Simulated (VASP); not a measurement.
Wanted: the native input for a VASP 6.6.1 run.

| Property | Result |
| --- | --- |
| Task | single point |
| Functional | PBE |
| Potentials or basis | VASP PAW PBE potentials, release 64 (Cd, Se) |
| Cutoff | 520 eV |
| k mesh | 12 × 12 × 6 |
| Occupations | gaussian, width 0.02 eV |
| Spin | no spin polarisation |
| Dipole correction | no |
| Further INCAR settings | ALGO = Normal; EDIFF = 1e-06; NBANDS = 26 |

The structure of CdSe lies in POSCAR:

```
CdSe
1.0
    4.3833795273      0.0000000000      0.0000000000
   -2.1916897636      3.7961180251      0.0000000000
    0.0000000000      0.0000000000      7.1535456852
Cd Se
2 2
Direct
    0.3333333333      0.6666666667      0.0045810803
    0.6666666667      0.3333333333      0.5045810803
    0.3333333333      0.6666666667      0.3804189197
    0.6666666667      0.3333333333      0.8804189197
```

The input as run:

INCAR

```
PREC     = Accurate       # precision mode
ENCUT    = 520            # plane-wave cutoff, eV
EDIFF    = 1E-6           # SCF threshold, eV
ISMEAR   = 0              # smearing method
SIGMA    = 0.02           # smearing width, eV
LREAL    = F              # projectors in reciprocal space
LASPH    = T              # aspherical terms in the spheres
NELM     = 80             # most SCF steps
ALGO     = Normal         # electronic algorithm
ISIF     = 2              # what is computed and relaxed
LWAVE    = F              # write WAVECAR
LCHARG   = F              # write CHGCAR
GGA      = PE             # functional
NBANDS   = 26             # bands
```

KPOINTS

```
regular mesh
0
Gamma
  12 12 6
```

Potentials or basis: VASP PAW PBE potentials, release 64 (Cd, Se).

The run is started by

```console
$ cat potpaw_PBE.64/Cd/POTCAR potpaw_PBE.64/Se/POTCAR > POTCAR
$ mpirun -np 1 vasp_std > vasp.out
```

Results of the run:

| Item | Value |
| --- | --- |
| Pressure | 0.2 GPa |
| Band gap on the k mesh | 0.54 eV |

It took 100 s on 1 thread of AMD EPYC 9R45 96-Core Processor (Zen 5), with other jobs on the host, peak memory 0.35 GiB.
